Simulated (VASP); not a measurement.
# Cs (Im-3m) in VASP: a series of runs, part 2 of 2

VASP 6.6.1.

### Step 3. Relaxation of cell and atoms, PBEsol

INCAR

```
ALGO = Normal ; EDIFF = 1E-6
EDIFFG = -0.02 ; ENCUT = 600
GGA = PS ; IBRION = 2
ISIF = 3 ; ISMEAR = -1
LASPH = True ; LCHARG = False
LREAL = False ; LWAVE = False
NELM = 80 ; NSW = 60
PREC = Accurate ; SIGMA = 0.05
```

KPOINTS

```
k-points
0
Gamma
  7 7 7
```

POSCAR

```
Cs
1.0
    6.0149421167      0.0000000000      0.0000000000
    0.0000000000      6.0149421167      0.0000000000
    0.0000000000      0.0000000000      6.0149421167
Cs
2
Direct
    0.0000000000      0.0000000000      0.0000000000
    0.5000000000      0.5000000000      0.5000000000
```

Potentials or basis: VASP PAW PBE potentials, release 64 (Cs_sv).

The run is started by

```console
cat potpaw_PBE.64/Cs_sv/POTCAR > POTCAR
mpirun -np 1 vasp_std > vasp.out
```

OUTCAR:

```text
EDIFF = 1E-6
   EDIFFG = -0.02
   ENCUT = 600
   GGA = PS
   IBRION = 2
   ISIF = 3
   ISMEAR = -1
   LASPH = True
   LREAL = False
   NELM = 80
   NSW = 60
   PREC = Accurate

 ion  position               nearest neighbor table
   1  0.000  0.000  0.000-
   2  0.500  0.500  0.500-

  LATTYP: Found a simple cubic cell.
 ALAT       =     6.0149421167

  Lattice vectors:
[... 517 lines left out ...]
     13       1.6005      0.00000

------------------------ aborting loop because EDIFF is reached ----------------------------------------

  FORCE on cell =-STRESS in cart. coord.  units (eV):
  Direction    XX          YY          ZZ          XY          YZ          ZX
  --------------------------------------------------------------------------------------
  -------------------------------------------------------------------------------------
  Total       -0.0074606     -0.0074606     -0.0074606     -0.0000000     -0.0000000      0.0000000
  in kB       -0.0549276     -0.0549276     -0.0549276     -0.0000000     -0.0000000      0.0000000
  external PRESSURE =      -0.0549276 kB  Pullay stress =       0.0000000 kB

 VOLUME and BASIS-vectors are now :
 -----------------------------------------------------------------------------
  energy-cutoff  :      600.00
  volume of cell :      217.62
      direct lattice vectors                 reciprocal lattice vectors
     6.014942117  0.000000000  0.000000000     0.166252639  0.000000000  0.000000000
     0.000000000  6.014942117  0.000000000     0.000000000  0.166252639  0.000000000
     0.000000000  0.000000000  6.014942117     0.000000000  0.000000000  0.166252639

 POSITION                                       TOTAL-FORCE (eV/Angst)
 -----------------------------------------------------------------------------------
      0.00000      0.00000      0.00000         0.000000      0.000000      0.000000
      3.00747      3.00747      3.00747        -0.000000     -0.000000     -0.000000
 -----------------------------------------------------------------------------------
    total drift:                                0.000000     -0.000000     -0.000000

  FREE ENERGIE OF THE ION-ELECTRON SYSTEM (eV)
  ---------------------------------------------------
  free  energy   TOTEN  =        -1.8893765151 eV

  energy  without entropy=       -1.8633014678  energy(sigma->0) =       -1.87633899

 reached required accuracy - stopping structural energy minimisation
```

OSZICAR:

```text
N       E                     dE             d eps       ncg     rms          rms(c)
DAV:   1     0.140550120182E+03    0.14055E+03   -0.67056E+03   520   0.116E+03
DAV:   2     0.178591841518E+02   -0.12269E+03   -0.11953E+03   802   0.179E+02
DAV:   3    -0.145658987820E+01   -0.19316E+02   -0.19096E+02   660   0.750E+01
DAV:   4    -0.188561600657E+01   -0.42903E+00   -0.42845E+00   615   0.138E+01
DAV:   5    -0.188921613908E+01   -0.36001E-02   -0.35994E-02   705   0.125E+00    0.186E-01
DAV:   6    -0.188875149646E+01    0.46464E-03   -0.28679E-03   655   0.306E-01    0.130E-01
DAV:   7    -0.188922469946E+01   -0.47320E-03   -0.51740E-03   685   0.421E-01    0.476E-02
DAV:   8    -0.188937258287E+01   -0.14788E-03   -0.21769E-04   690   0.934E-02    0.108E-02
DAV:   9    -0.188937717401E+01   -0.45911E-05   -0.20949E-05   700   0.276E-02    0.482E-03
DAV:  10    -0.188937651506E+01    0.65895E-06   -0.13297E-06   535   0.629E-03
   1 F= -.18893765E+01 E0= -.18763390E+01  d E =-.188938E+01
```

CONTCAR:

```text
Cs
   1.00000000000000
     6.0149421167000003    0.0000000000000000    0.0000000000000000
     0.0000000000000000    6.0149421167000003    0.0000000000000000
     0.0000000000000000    0.0000000000000000    6.0149421167000003
  Cs
     2
Direct
     0.0000000000000000    0.0000000000000000    0.0000000000000000
     0.5000000000000000    0.5000000000000000    0.5000000000000000

  0.00000000E+00  0.00000000E+00  0.00000000E+00
  0.00000000E+00  0.00000000E+00  0.00000000E+00
```

It took 1.7 min on 1 thread of Intel Xeon 8259CL, shared host; peak memory 0.33 GiB.

What came out:

- Free energy: -1.8894 eV
- Pressure after relaxing: 0.0 GPa
- Band gap on the k mesh: zero (bands 9 and 10 overlap by 0.81 eV)

Final structure:
```xyz
2
Lattice="6.0149 0.0000 0.0000 0.0000 6.0149 0.0000 0.0000 0.0000 6.0149" Properties=species:S:1:pos:R:3 pbc="T T T"
Cs    0.0000    0.0000    0.0000
Cs    3.0075    3.0075    3.0075
```

Levels at points of the mesh, in eV from the Fermi level:
| k point | band 7 | band 8 | band 9 | band 10 | band 11 | band 12 |
| --- | --- | --- | --- | --- | --- | --- |
| (0.00, 0.00, 0.00) | -10.52 | -10.52 | -1.74 | 0.61 | 0.61 | 2.53 |

Caveat: the relaxation stopped at its first step, so nothing moved; the PAW data sets were made with another functional, which shifts forces and pressure a little; spin-orbit coupling is left out, which moves the levels of the heavy elements.

### Step 4. Relaxation of cell and atoms, PBEsol

This run uses another cell than the first one, of 111.82 Å³/atom.

INCAR

```
SYSTEM = Cs
PREC = Accurate
ENCUT = 600
EDIFF = 1E-6
ISMEAR = -1
SIGMA = 0.05
LREAL = .FALSE.
LASPH = .TRUE.
NELM = 80
ALGO = Normal
ISIF = 3
LWAVE = .FALSE.
LCHARG = .FALSE.
GGA = PS
IBRION = 2
NSW = 60
EDIFFG = -0.02
```

KPOINTS

```
regular mesh
0
G
  7 7 7
  0 0 0
```

POSCAR

```
Cs
1.0
    6.0700000000      0.0000000000      0.0000000000
    0.0000000000      6.0700000000      0.0000000000
    0.0000000000      0.0000000000      6.0700000000
Cs
2
Direct
    0.0000000000      0.0000000000      0.0000000000
    0.5000000000      0.5000000000      0.5000000000
```

The run is started by

```console
cat potpaw_PBE.64/Cs_sv/POTCAR > POTCAR
mpirun -np 1 vasp_std > vasp.out
```

Run time: 3.4 min. Hardware: 1 thread of Intel Xeon 8259CL, shared host; peak memory 0.36 GiB.

It converged, with:

```yaml
Free_energy: -1.8895 eV
Relaxed_volume: 109.40 Å³/atom
Relaxed_cell: a = 6.026 Å, b = 6.026 Å, c = 6.026 Å, α = 90.00°, β = 90.00°, γ = 90.00°
Space_group_after_relaxing_to_0.1_Å: Im-3m (No. 229)
Energy_gained_by_relaxing: 0.5 meV/atom
Ionic_steps: 3
Pressure_after_relaxing: 0.0 GPa
Band_gap_on_the_k_mesh: zero (bands 9 and 10 overlap by 0.81 eV)
```

The path:
```csv
step,energy change (eV),largest force (eV/Å),pressure (GPa),volume (Å³)
1,0.0000,0.0000,-0.06,223.65
2,-0.0004,0.0000,-0.04,222.31
3,-0.0010,0.0000,-0.01,218.80
```

Final structure:
```
CELL_PARAMETERS angstrom
6.02586 0.00000 0.00000
0.00000 6.02586 0.00000
0.00000 0.00000 6.02586
ATOMIC_POSITIONS crystal
Cs 0.00000 0.00000 0.00000
Cs 0.50000 0.50000 0.50000
```

Levels at points of the mesh, in eV from the Fermi level:
| k point | band 5 | band 6 | band 7 | band 8 | band 9 | band 10 | band 11 | band 12 | band 13 |
| --- | --- | --- | --- | --- | --- | --- | --- | --- | --- |
| (0.00, 0.00, 0.00) | -10.64 | -10.53 | -10.53 | -10.53 | -1.73 | 0.62 | 0.62 | 2.53 | 2.53 |

Caveat: the PAW data sets were made with another functional, which shifts forces and pressure a little; spin-orbit coupling is left out, which moves the levels of the heavy elements.

### Step 5. Summary

```csv
task,cell,cutoff (eV),gap on the mesh (eV),pressure (GPa)
single point,"a = 6.015 Å, 2 atoms",520,none,0.0
relaxation of cell and atoms,"relaxed from a = 6.015 Å, 2 atoms",600,none,0.0
relaxation of cell and atoms,"relaxed from a = 6.070 Å, 2 atoms",600,none,0.0
```

Alike in all rows: level PBEsol; potentials or basis VASP PAW PBE potentials, release 64 (Cs_sv); no spin polarisation; k mesh 7 × 7 × 7; smearing fermi-dirac 0.05 eV.

Caveats: the PAW data sets were made with another functional, which shifts forces and pressure a little; spin-orbit coupling is left out, which moves the levels of the heavy elements; the relaxation stopped at its first step, so nothing moved (at least some runs).

Absolute energies hang on the potentials; compare differences alone.
